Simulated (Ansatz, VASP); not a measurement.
## SrO in VASP and in Ansatz

POSCAR

```
SrO
1.0
    0.0000000000      2.8106647607      2.8106647607
    2.8106647607      0.0000000000      2.8106647607
    2.8106647607      2.8106647607      0.0000000000
Sr O
1 1
Direct
    0.0000000000      0.0000000000      0.0000000000
    0.2500000000      0.2500000000      0.2500000000
```

The input INCAR.step1:

```
  PREC = Accurate
  ENCUT = 520
  ISMEAR = 0
  SIGMA = 0.05
  LREAL = F
  LASPH = T
  NELM = 100
  NBANDS = 15
  GGA = PE
  ALGO = Normal
  EDIFF = 1E-4
  LWAVE = T
  LCHARG = F
```

The input INCAR.step2:

```
  PREC = Accurate
  ENCUT = 520
  EDIFF = 1E-6
  ISMEAR = 0
  SIGMA = 0.05
  LREAL = F
  LASPH = T
  NELM = 100
  ALGO = Normal
  ISIF = 2
  LWAVE = F
  LCHARG = F
  METAGGA = R2SCAN
  LMIXTAU = T
  NBANDS = 15
  ISTART = 1
```

Contents of KPOINTS:

```
Automatic mesh
0
Gamma
  8 8 8
```

Input for Ansatz:

```yaml
crystal:
  lattice:
    - [0.0, 2.8106647607, 2.8106647607]
    - [2.8106647607, 0.0, 2.8106647607]
    - [2.8106647607, 2.8106647607, 0.0]
  atoms:
    - { symbol: Sr, position: [0.0, 0.0, 0.0] }
    - { symbol: O, position: [0.25, 0.25, 0.25] }
basis:
  ecutwfc: 500
  ecutrho_ratio: 4
kpoints:
  mp_grid: { grid: [8, 8, 8] }
hamiltonian:
  xc: r2scan
scf:
  occupations: { method: gaussian, width: 0.05 }
output:
  forces: true
  stress: true
  eigenvalues: true
```

Alike in both runs: task single point; functional r2SCAN; k mesh 8 × 8 × 8; occupations gaussian, width 0.05 eV; no spin polarisation.

```csv
,VASP,Ansatz
version,VASP 6.6.1,Ansatz 0.2.0
potentials or method,"VASP PAW PBE potentials, release 64 (Sr_sv, O), cutoff 520 eV","scalar-relativistic, plane waves, PAW"
valence electrons in the cell,16,16
```

Ansatz gave:

| Property | Result |
| --- | --- |
| gap on the k mesh at the Fermi level (eV) | 2.84 |
| least direct gap on the mesh (eV) | 3.64 |
| pressure (GPa) | -1.2 |

Q: What did VASP give for the same quantities?

A: gap on the k mesh at the Fermi level (eV): 2.85; least direct gap on the mesh (eV): 3.66; pressure (GPa): -0.8.

VASP's potentials were made for PBE, not for r2SCAN.
